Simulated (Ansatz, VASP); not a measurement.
**Two plane-wave programs on Zr**

```xyz
1
Lattice="-1.8100 1.8100 1.8100 1.8100 -1.8100 1.8100 1.8100 1.8100 -1.8100" Properties=species:S:1:pos:R:3 pbc="T T T"
Zr    0.0000    0.0000    0.0000
```

Alike in both runs: task electric field gradients; functional LDA; k mesh 16 × 16 × 16; occupations fermi-dirac, width 0.03 eV; no spin polarisation.

|  | VASP | Ansatz |
| --- | --- | --- |
| version | VASP 6.6.1 | Ansatz 0.2.0 |
| potentials or method | VASP PAW LDA potentials, release 64 (Zr_sv) | PAW with Ansatz's default frozen-core files, scalar-relativistic |
| plane-wave cutoff (eV) | 520 | 420 |
| valence electrons in the cell | 12 | 12 |

|  | VASP | Ansatz | Ansatz less VASP |
| --- | --- | --- | --- |
| pressure (GPa) | -9.5 | -9.6 | -0.07 |

LDA's correlation is that of Perdew and Zunger in VASP and of Perdew and Wang (1992) in Ansatz.
